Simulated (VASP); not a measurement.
Set up this calculation in VASP 6.6.1, as the native input.

```yaml
Task: single point
Functional: revPBE
Potentials_or_basis: VASP PAW PBE potentials, release 64 (Cr_pv)
Cutoff: 520 eV
k_mesh: 15 × 15 × 15
Occupations: fermi-dirac, width 0.1 eV
Spin: no spin polarisation
Dipole_correction: no
Further_INCAR_settings: ALGO = Normal; EDIFF = 1e-06; NBANDS = 12
```

The structure of Cr lies in POSCAR:

```
Cr
1.0
    2.4134134950      0.0000000000      0.0000000000
    0.0000000000      2.4134134950      0.0000000000
    0.0000000000      0.0000000000      2.4134134950
Cr
1
Direct
    0.0000000000      0.0000000000      0.0000000000
```

This cell differs from its parent crystal: volume scaled by 1.08.

These files were run (other wordings do the same):

INCAR

```
SYSTEM = Cr
PREC     = Accurate       ! precision mode
ENCUT    = 520            ! plane-wave cutoff, eV
EDIFF    = 1E-6           ! SCF threshold, eV
ISMEAR   = -1             ! smearing method
SIGMA    = 0.1            ! smearing width, eV
LREAL    = .FALSE.        ! projectors in reciprocal space
LASPH    = .TRUE.         ! aspherical terms in the spheres
NELM     = 100            ! most SCF steps
ALGO     = Normal         ! electronic algorithm
ISIF     = 2              ! what is computed and relaxed
LWAVE    = .FALSE.        ! write WAVECAR
LCHARG   = .FALSE.        ! write CHGCAR
GGA      = RE             ! functional
NBANDS   = 12             ! bands
```

KPOINTS

```
Automatic mesh
0
G
  15 15 15
  0 0 0
```

Potentials or basis: VASP PAW PBE potentials, release 64 (Cr_pv).

Launch:

```console
$ cat potpaw_PBE.64/Cr_pv/POTCAR > POTCAR
$ mpirun -np 1 vasp_std > vasp.out
```

It gave:

- Pressure: -11.4 GPa
- Band gap on the k mesh: zero (band 6 reaches 9.48 eV, above the bottom of band 7 at 7.97 eV)

Caveat: the PAW data sets were made with another functional, which shifts forces and pressure a little; the run has no spin polarisation, though such a crystal can be magnetic.

Wall time 10 s on 1 thread of Intel(R) Xeon(R) Platinum 8259CL CPU @ 2.50GHz (Skylake/Cascade Lake), with other jobs on the host, peak memory 0.13 GiB.
